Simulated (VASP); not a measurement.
# Si2N: single point with PBE

The system is Si2N.

```
Si N
1.0
     2.74631    0.00000    0.00000
     0.00000    2.74631    0.00000
     0.00000    0.00000    5.13229
Si N
2 1
Direct
  0.50000 0.00000 0.24431
  0.00000 0.50000 0.75569
  0.00000 0.00000 0.00000
```

The cell was built from a structure type or drawn by symmetry, and may not be a known phase.

| Property | Result |
| --- | --- |
| Program | VASP 6.6.1 |
| Task | single point |
| Functional | PBE |
| Potentials or basis | VASP PAW PBE potentials, release 64 (Si, N) |
| Cutoff | 520 eV |
| k mesh | 6 × 6 × 4 |
| Occupations | gaussian, width 0.1 eV |
| Spin | collinear spin, ferromagnetic start |
| Starting moments | [0.0, 0.0, 1.0] μB |

```
Pressure                                              : 0.1 GPa
Largest force                                         : 0.034 eV/Å
Net moment                                            : 0.00 μB per cell
Valence electrons inside the program's atomic spheres : Si 1.56; N 3.85
```

Forces in eV/Å, atoms in the order of the input:
```
Si   0.000  0.000 -0.034
Si   0.000  0.000  0.034
N    0.000  0.000  0.000
```

Stress tensor (GPa, compression positive):
```
0.16 0.00 0.00
0.00 0.16 0.00
0.00 0.00 0.08
```

Levels at points of the mesh, in eV from the Fermi level:
Spin up:
```
           k point  band 2  band 3  band 4  band 5  band 6  band 7  band 8  band 9  band 10  band 11
(0.00, 0.00, 0.00)  -10.52   -8.50   -3.60   -3.60   -0.03    1.28    6.79    7.70     7.70     8.17
(0.50, 0.00, 0.00)  -10.23   -8.19   -3.99   -3.52   -2.89   -2.83    4.26    6.23     7.23     8.55
(0.50, 0.50, 0.00)   -7.97   -7.97   -6.74   -3.18    0.26    0.26    0.27    0.45     3.58     3.58
(0.00, 0.00, 0.50)  -11.78   -4.55   -4.26   -3.58   -3.58    2.93    4.76    6.42     6.42     8.03
(0.50, 0.00, 0.50)  -10.04   -8.78   -5.57   -2.83   -1.62    0.43    0.90    4.78     7.63     8.78
(0.50, 0.50, 0.50)   -7.91   -7.91   -6.99   -2.38   -1.46   -0.72   -0.72    2.60     3.83     6.61
```
Spin down:
| k point | band 3 | band 4 | band 5 | band 6 | band 7 | band 8 | band 9 | band 10 |
| --- | --- | --- | --- | --- | --- | --- | --- | --- |
| (0.00, 0.00, 0.00) | -8.50 | -3.60 | -3.60 | -0.03 | 1.28 | 6.79 | 7.70 | 7.70 |
| (0.50, 0.00, 0.00) | -8.19 | -3.99 | -3.52 | -2.89 | -2.83 | 4.26 | 6.23 | 7.23 |
| (0.50, 0.50, 0.00) | -7.97 | -6.74 | -3.18 | 0.26 | 0.26 | 0.27 | 0.45 | 3.58 |
| (0.00, 0.00, 0.50) | -4.55 | -4.26 | -3.58 | -3.58 | 2.93 | 4.76 | 6.42 | 6.42 |
| (0.50, 0.00, 0.50) | -8.78 | -5.57 | -2.83 | -1.62 | 0.43 | 0.90 | 4.78 | 7.63 |
| (0.50, 0.50, 0.50) | -7.91 | -6.99 | -2.38 | -1.46 | -0.72 | -0.72 | 2.60 | 3.83 |

It took 23 s on 1 thread of AMD EPYC 7R13 Processor (Zen 3), with other jobs on the host, peak memory 0.14 GiB.

Caveat: the k points lie up to 0.38 Å⁻¹ apart.
